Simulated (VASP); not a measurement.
Write the native input for VASP 6.6.1 that does the following.

```yaml
Task: single point
Functional: PBE
Potentials_or_basis: VASP PAW PBE potentials, release 64 (Al, O)
Cutoff: 520 eV
k_mesh: 5 × 5 × 1
Occupations: gaussian, width 0.1 eV
Spin: collinear spin, ferromagnetic start
Starting_moments: "[0.0, 0.0, 0.0, 0.0, 0.0, 0.0, 0.0, 0.0, 0.0, 0.0, 0.0, 0.0, 1.0, 1.0] μB"
Dipole_correction: yes
Further_INCAR_settings: ALGO = Normal; EDIFF = 1e-06; NBANDS = 41; NELMDL = -8
```

The structure of Al6O lies in POSCAR:

```
Al6O
1.0
    5.7135165838      0.0000000000      0.0000000000
    0.0000000000      5.7135165838      0.0000000000
    0.0000000000      0.0000000000     22.1746954225
Al O
12 2
Direct
    0.2500000000      0.2500000000      0.1803857922
    0.2500000000      0.7500000000      0.1803857922
    0.7500000000      0.2500000000      0.1803857922
    0.7500000000      0.7500000000      0.1803857922
    0.0000000000      0.0000000000      0.2744050915
    0.0000000000      0.5000000000      0.2744050915
    0.5000000000      0.0000000000      0.2744050915
    0.5000000000      0.5000000000      0.2744050915
    0.2500000000      0.2500000000      0.3686497274
    0.2500000000      0.7500000000      0.3686497274
    0.7500000000      0.2500000000      0.3686497274
    0.7500000000      0.7500000000      0.3686497274
    0.0124055203      0.2500000000      0.4480194759
    0.4875944797      0.2500000000      0.4480194759
```

One way to write it, as run:

INCAR

```
PREC = Accurate
ENCUT = 520
EDIFF = 1E-6
ISMEAR = 0
SIGMA = 0.1
LREAL = F
LASPH = T
NELM = 200
ALGO = Normal
ISIF = 2
LWAVE = F
LCHARG = T
ISPIN = 2
MAGMOM = 0 0 0 0 0 0 0 0 0 0 0 0 1 1
LORBIT = 11
LDIPOL = T
IDIPOL = 3
DIPOL = 0.5 0.5 0.299
GGA = PE
LELF = T
LVHAR = T
LVACPOTAV = T
NBANDS = 41
GGA_COMPAT = F
NELMDL = -8
```

KPOINTS

```
regular mesh
0
Gamma
  5 5 1
```

Potentials or basis: VASP PAW PBE potentials, release 64 (Al, O).

Run with:

```console
$ cat potpaw_PBE.64/Al/POTCAR potpaw_PBE.64/O/POTCAR > POTCAR
$ mpirun -np 1 vasp_std > vasp.out
```

Results of the run:

| Property | Result |
| --- | --- |
| Largest force | 4.476 eV/Å |
| Net moment | 0.68 μB per cell |
| Site moments | Al -0.00, +0.00, -0.01 (each value once); O +0.31 μB |
| Valence electrons inside the program's atomic spheres | Al 0.76, 0.68, 0.75 (each value once); O 4.72 |

It took 51 min on 1 thread of Intel Xeon 8259CL, on a shared host, peak memory 1.1 GiB.
